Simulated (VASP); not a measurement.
# TiC (rocksalt type) (Fm-3m) in VASP: notebook

The runs below take TiC (rocksalt type) through single point, with PBE.

Program: VASP 6.6.1. These are calculated values, not measurements. Logs are shortened: lines on timing, memory, paths and dates and some standing lists are left out, and cuts for length are marked.

## (1) The cell of the first run

The structure is cubic, space group Fm-3m (No. 225). The conventional cell has a = 4.333 Å, b = 4.333 Å, c = 4.333 Å, α = 90.00°, β = 90.00°, γ = 90.00°. Ti (site symmetry m-3m) has 6 C at 2.17 Å within 2.9 Å. C (site symmetry m-3m) has 6 Ti at 2.17 Å within 2.9 Å.

## (2) Single point, PBE

INCAR

```
PREC = Accurate
ENCUT = 520
EDIFF = 1E-6
ISMEAR = -1
SIGMA = 0.05
LREAL = False
LASPH = True
NELM = 80
ALGO = Normal
ISIF = 2
LWAVE = False
LCHARG = False
GGA = PE
NBANDS = 24
```

KPOINTS

```
Automatic mesh
0
Gamma
  13 13 10
```

POSCAR

```
TiC
1.0
    2.1663639417      2.1663639417      0.0000000000
   -2.1663639417      2.1663639417      0.0000000000
    0.0000000000      0.0000000000      4.3327278835
Ti C
2 2
Direct
    0.0000000000      0.0000000000      0.0000000000
    0.5000000000      0.5000000000      0.5000000000
    0.5000000000      0.5000000000      0.0000000000
    0.0000000000      0.0000000000      0.5000000000
```

Potentials or basis: VASP PAW PBE potentials, release 64 (Ti_sv, C).

Launch:

```sh
$ cat potpaw_PBE.64/Ti_sv/POTCAR potpaw_PBE.64/C/POTCAR > POTCAR
$ mpirun -np 1 vasp_std > vasp.out
```

OUTCAR:

```text
PREC = Accurate
   ENCUT = 520
   EDIFF = 1E-6
   ISMEAR = -1
   LREAL = False
   LASPH = True
   NELM = 80
   ISIF = 2
   GGA = PE

 ion  position               nearest neighbor table
   1  0.000  0.000  0.000-   3 2.17   3 2.17   3 2.17   3 2.17   4 2.17   4 2.17
   2  0.500  0.500  0.500-   4 2.17   4 2.17   4 2.17   4 2.17   3 2.17   3 2.17
   3  0.500  0.500  0.000-   1 2.17   1 2.17   1 2.17   1 2.17   2 2.17   2 2.17
   4  0.000  0.000  0.500-   2 2.17   2 2.17   2 2.17   2 2.17   1 2.17   1 2.17

  LATTYP: Found a simple tetragonal cell.
 ALAT       =     3.0637012674
 C/A-ratio  =     1.4142135624

  Lattice vectors:

 A1 = (   2.1663639417,   2.1663639417,   0.0000000000)
 A2 = (  -2.1663639417,   2.1663639417,   0.0000000000)
 A3 = (   0.0000000000,   0.0000000000,   4.3327278835)

Analysis of symmetry for initial positions (statically):
=====================================================================
 Subroutine PRICEL returns following result:

  LATTYP: Found a face centered cubic cell.
 ALAT       =     4.3327278835

  Lattice vectors:

 A1 = (   0.0000000000,  -2.1663639417,  -2.1663639418)
 A2 = (   2.1663639417,   0.0000000000,  -2.1663639418)
 A3 = (   2.1663639417,  -2.1663639417,  -0.0000000000)

   2 primitive cells build up your supercell.

 Routine SETGRP: Setting up the symmetry group for a
 simple tetragonal supercell.

 Subroutine GETGRP returns: Found 16 space group operations
 (whereof 16 operations were pure point group operations)
 out of a pool of 16 trial point group operations.

The static configuration has the point symmetry D_4h.

Analysis of symmetry for dynamics (positions and initial velocities):
=====================================================================
 Subroutine PRICEL returns following result:

  LATTYP: Found a face centered cubic cell.
 ALAT       =     4.3327278835

  Lattice vectors:

 A1 = (   0.0000000000,  -2.1663639417,  -2.1663639418)
 A2 = (   2.1663639417,   0.0000000000,  -2.1663639418)
 A3 = (   2.1663639417,  -2.1663639417,  -0.0000000000)

   2 primitive cells build up your supercell.

 Routine SETGRP: Setting up the symmetry group for a
 simple tetragonal supercell.

 Subroutine GETGRP returns: Found 16 space group operations
 (whereof 16 operations were pure point group operations)
 out of a pool of 16 trial point group operations.

The dynamic configuration has the point symmetry D_4h.

 Subroutine INISYM returns: Found 16 space group operations
 (whereof 16 operations are pure point group operations),
 and found     2 'primitive' translations

----------------------------------------------------------------------------------------

                                     Primitive cell

  volume of cell :      20.3341

  direct lattice vectors                    reciprocal lattice vectors
     0.000000000 -2.166363942 -2.166363942    -0.230801478 -0.230801478 -0.230801478
     2.166363942  0.000000000 -2.166363942     0.230801478  0.230801478 -0.230801478
     2.166363942 -2.166363942 -0.000000000     0.230801478 -0.230801478  0.230801478

  length of vectors
     3.063701267  3.063701267  3.063701267     0.399759887  0.399759887  0.399759887

  position of ions in fractional coordinates (direct lattice)
     0.000000000  0.000000000  0.000000000
     0.500000000  0.500000000  0.500000000

  ion indices of the primitive-cell ions
   primitive index   ion index
                 1           1
                 2           4

----------------------------------------------------------------------------------------

 KPOINTS: Automatic mesh

Automatic generation of k-mesh.
 Grid dimensions read from file:
 generate k-points for:   13   13   10

 Generating k-lattice:

  Cartesian coordinates                     Fractional coordinates (reciprocal lattice)
     0.017753960  0.017753960  0.000000000     0.076923077  0.000000000  0.000000000
    -0.017753960  0.017753960  0.000000000     0.000000000  0.076923077  0.000000000
     0.000000000  0.000000000  0.023080148     0.000000000  0.000000000  0.100000000

  Length of vectors
     0.025107891  0.025107891  0.023080148

  Shift w.r.t. Gamma in fractional coordinates (k-lattice)
     0.000000000  0.000000000  0.000000000

 Subroutine IBZKPT returns following result:
 ===========================================

 Found    168 irreducible k-points:

 Following reciprocal coordinates:
            Coordinates               Weight
  0.000000  0.000000  0.000000      1.000000
  0.076923  0.000000  0.000000      4.000000
  0.153846  0.000000  0.000000      4.000000
  0.230769  0.000000  0.000000      4.000000
  0.307692  0.000000  0.000000      4.000000
  0.384615  0.000000  0.000000      4.000000
[... 16 lines left out ...]
  0.307692  0.307692  0.000000      4.000000
  0.384615  0.307692  0.000000      8.000000
 [... further k-points ...]
   k-points           NKPTS =    168   k-points in BZ     NKDIM =    168   number of bands    NBANDS=     24
   number of dos      NEDOS =    301   number of ions     NIONS =      4
   total plane-waves  NPLWV =  18432
   dimension x,y,z NGX =    24 NGY =   24 NGZ =   32
   dimension x,y,z NGXF=    48 NGYF=   48 NGZF=   64
   ions per type =               2   2
   NGX,Y,Z   is equivalent  to a cutoff of  13.02, 13.02, 12.28 a.u.
   NGXF,Y,Z  is equivalent  to a cutoff of  26.05, 26.05, 24.56 a.u.
 SYSTEM =  unknown system
   PREC   = accura    normal or accurate (medium, high low for compatibility)
   ISTART =      0    job   : 0-new  1-cont  2-samecut
   ICHARG =      2    charge: 1-file 2-atom 10-const
   ISPIN  =      1    spin polarized calculation?
   LNONCOLLINEAR =      F non collinear calculations
   LSORBIT =      F    spin-orbit coupling
   LASPH  =      T    aspherical Exc in radial PAW
   ENCUT  =  520.0 eV  38.22 Ry    6.18 a.u.   5.70  5.70  8.06*2*pi/ulx,y,z
   NELM   =     80;   NELMIN=  2; NELMDL= -5     # of ELM steps
   EDIFF  = 0.1E-05   stopping-criterion for ELM
   LREAL  =      F    real-space projection
   EDIFFG = 0.1E-04   stopping-criterion for IOM
   NSW    =      0    number of steps for IOM
   IBRION =     -1    ionic relax: 0-MD 1-quasi-New 2-CG
   NFREE  =      0    steps in history (QN), initial steepest desc. (CG)
   ISIF   =      2    stress and relaxation
   ISYM   =      2    0-nonsym 1-usesym 2-fastsym
   POTIM  = 0.5000    time-step for ionic-motion
   TEBEG  =    0.0;   TEEND  =   0.0 temperature during run
   PSTRESS=    0.0 pullay stress
   NELECT =      32.0000    total number of electrons
   NUPDOWN=      -1.0000    fix difference up-down
   EMIN   =  10.00;   EMAX   =-10.00  energy-range for DOS
   EFERMI =   0.00;   METHOD = LEGACY
   ISMEAR =    -1;   SIGMA  =   0.05  broadening in eV -4-tet -1-fermi 0-gaus
   EFERMI_NEDOS =   21; number of points for ismear=-14 and -15
   IALGO  =     38    algorithm
   IMIX   =      4    mixing-type and parameters
     AMIX     =   0.40;   BMIX     =  1.00
     AMIX_MAG =   1.60;   BMIX_MAG =  1.00
  volume/ion in A,a.u.               =      10.17        68.61
  Fermi-wavevector in a.u.,A,eV,Ry     =   1.511379  2.856092 31.079336  2.284267
  Thomas-Fermi vector in A             =   2.621444
   LORBIT       =      0    0 simple, 1 ext, 2 COOP (PROOUT), +10 PAW based schemes
   GGA     = PE    functional components
   LHFCALC =     F    Hartree Fock is set to
   AEXX    =    0.0000 exact exchange contribution
   IVDW    =     0    specifies the selected vdW correction
   LEPSILON=     F    determine dielectric tensor
   LRPA    =     F    only Hartree local field effects (RPA)
 non-spin polarized calculation
  energy-cutoff  :      520.00
  volume of cell :       40.67
 maximum number of plane-waves:      1120
 NGX is ok and might be reduce to    24
   NGX = 11   NGY = 11   NGZ = 17

 number of electron      32.0000017 magnetization

 Free energy of the ion-electron system (eV)
  ---------------------------------------------------
  ext. energy  EPLUGINS =         0.00000000
  ---------------------------------------------------
  free energy    TOTEN  =       -37.42099298 eV

  energy without entropy =      -37.41607371  energy(sigma->0) =      -37.41853335

 E-fermi :   9.4215     XC(G=0): -12.6932

 val. band max:        9.3998625214   @ k =   0.0769   0.0769   0.1000
 cond. band min:       9.4481270536   @ k =   0.0769   0.0000   0.3000
 fundamental gap:      0.0482645322
 Fermi energy:         9.4215060565

 k-point     1 :       0.0000    0.0000    0.0000
  band No.  band energies     occupation
      1     -47.1897      2.00000
      2     -47.0932      2.00000
      3     -23.6471      2.00000
      4     -23.3816      2.00000
      5     -23.3816      2.00000
      6     -23.2143      2.00000
[... 16 lines left out ...]
     23      12.1045      0.00000
     24      12.9121      0.00000

 k-point     2 :       0.0769    0.0000    0.0000
  band No.  band energies     occupation
      1     -47.1869      2.00000
      2     -47.0932      2.00000
      3     -23.6395      2.00000
      4     -23.3945      2.00000
      5     -23.3772      2.00000
      6     -23.2324      2.00000
[... 16 lines left out ...]
     23      12.5238      0.00000
     24      12.8756      0.00000

 k-point     3 :       0.1538    0.0000    0.0000
  band No.  band energies     occupation
      1     -47.1790      2.00000
      2     -47.0935      2.00000
      3     -23.6173      2.00000
      4     -23.4297      2.00000
      5     -23.3646      2.00000
      6     -23.2829      2.00000
[... 16 lines left out ...]
     23      13.0456      0.00000
     24      13.4496      0.00000
[... 514 lines left out ...]
 k-point    23 :       0.3077    0.3077    0.0000
  band No.  band energies     occupation
      1     -47.1244      2.00000
      2     -47.0931      2.00000
      3     -23.5621      2.00000
      4     -23.5169      2.00000
      5     -23.4678      2.00000
      6     -23.3882      2.00000
[... 16 lines left out ...]
     23      13.2922      0.00000
     24      14.1138      0.00000

 k-point    24 :       0.3846    0.3077    0.0000
  band No.  band energies     occupation
      1     -47.1138      2.00000
      2     -47.0943      2.00000
      3     -23.5901      2.00000
      4     -23.5624      2.00000
      5     -23.4366      2.00000
      6     -23.3814      2.00000
[... 16 lines left out ...]
     23      13.3014      0.00000
     24      13.7455      0.00000

 [... further k-points ...]

------------------------ aborting loop because EDIFF is reached ----------------------------------------

  FORCE on cell =-STRESS in cart. coord.  units (eV):
  Direction    XX          YY          ZZ          XY          YZ          ZX
  --------------------------------------------------------------------------------------
  -------------------------------------------------------------------------------------
  Total        0.0668501      0.0668501      0.0403025      0.0000000      0.0000000      0.0000000
  in kB        2.6336502      2.6336502      1.5877728      0.0000000      0.0000000      0.0000000
  external PRESSURE =       2.2850244 kB  Pullay stress =       0.0000000 kB

 VOLUME and BASIS-vectors are now :
 -----------------------------------------------------------------------------
  energy-cutoff  :      520.00
  volume of cell :       40.67
      direct lattice vectors                 reciprocal lattice vectors
     2.166363942  2.166363942  0.000000000     0.230801478  0.230801478  0.000000000
    -2.166363942  2.166363942  0.000000000    -0.230801478  0.230801478  0.000000000
     0.000000000  0.000000000  4.332727883     0.000000000  0.000000000  0.230801478

 POSITION                                       TOTAL-FORCE (eV/Angst)
 -----------------------------------------------------------------------------------
      0.00000      0.00000      0.00000        -0.000000      0.000000     -0.000000
      0.00000      2.16636      2.16636        -0.000000      0.000000      0.000000
      0.00000      2.16636      0.00000         0.000000     -0.000000     -0.000000
      0.00000      0.00000      2.16636         0.000000     -0.000000     -0.000000
 -----------------------------------------------------------------------------------
    total drift:                               -0.000000      0.000000     -0.000000

  FREE ENERGIE OF THE ION-ELECTRON SYSTEM (eV)
  ---------------------------------------------------
  free  energy   TOTEN  =       -37.4209929790 eV

  energy  without entropy=      -37.4160737128  energy(sigma->0) =      -37.41853335
```

Wall time 3.9 min (1 thread of Intel Xeon 8259CL, shared host); peak memory 0.26 GiB.

Results:

* Free energy: -37.4210 eV
* Pressure: 0.2 GPa
* Band gap on the k mesh: zero (bands 16 and 17 overlap by 1.10 eV)

Levels at points of the mesh, in eV from the Fermi level:
| k point | band 12 | band 13 | band 14 | band 15 | band 16 | band 17 | band 18 | band 19 | band 20 | band 21 |
| --- | --- | --- | --- | --- | --- | --- | --- | --- | --- | --- |
| (0.00, 0.00, 0.00) | -1.63 | -0.06 | -0.06 | 0.67 | 0.67 | 0.67 | 1.66 | 1.66 | 1.66 | 1.69 |
| (0.00, 0.00, 0.50) | -3.43 | -0.61 | -0.61 | -0.42 | -0.42 | -0.42 | -0.42 | 2.17 | 2.17 | 3.74 |

(Continued in part 2 of 2.)
